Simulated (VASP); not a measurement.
Here is a VASP 6.6.1 calculation.

INCAR

```
PREC     = Accurate       # precision mode
ENCUT    = 500            # plane-wave cutoff, eV
EDIFF    = 1E-6           # SCF threshold, eV
ISMEAR   = 0              # smearing method
SIGMA    = 0.02           # smearing width, eV
LREAL    = False          # projectors in reciprocal space
LASPH    = True           # aspherical terms in the spheres
NELM     = 120            # most SCF steps
ALGO     = Normal         # electronic algorithm
ISIF     = 2              # what is computed and relaxed
LWAVE    = False          # write WAVECAR
LCHARG   = True           # write CHGCAR
GGA      = PS             # functional
LELF     = True           # ELF
LVHAR    = True         
NBANDS   = 11             # bands
GGA_COMPAT= False
```

KPOINTS

```
regular mesh
0
Gamma
  4 4 4
```

Contents of POSCAR:

```
BAs
1.0
    0.0000000000      2.3838665776      2.3838665776
    2.3838665776      0.0000000000      2.3838665776
    2.3838665776      2.3838665776      0.0000000000
B As
1 1
Direct
    0.0000000000      0.0000000000      0.0000000000
    0.2500000000      0.2500000000      0.2500000000
```

Potentials or basis: VASP PAW PBE potentials, release 64 (B, As).

The run is started by

```console
$ cat potpaw_PBE.64/B/POTCAR potpaw_PBE.64/As/POTCAR > POTCAR
$ mpirun -np 1 vasp_std > vasp.out
```

Q: Estimate the band gap on the k mesh.

A: 1.29 eV, indirect (least direct gap 3.23 eV).

Q: Estimate the pressure.

A: 1.5 GPa.

Caveat: the k points lie up to 0.57 Å⁻¹ apart; the PAW data sets were made with another functional, which shifts forces and pressure a little. Expect the measured gap to be larger: semilocal functionals such as PBEsol lack the derivative discontinuity.
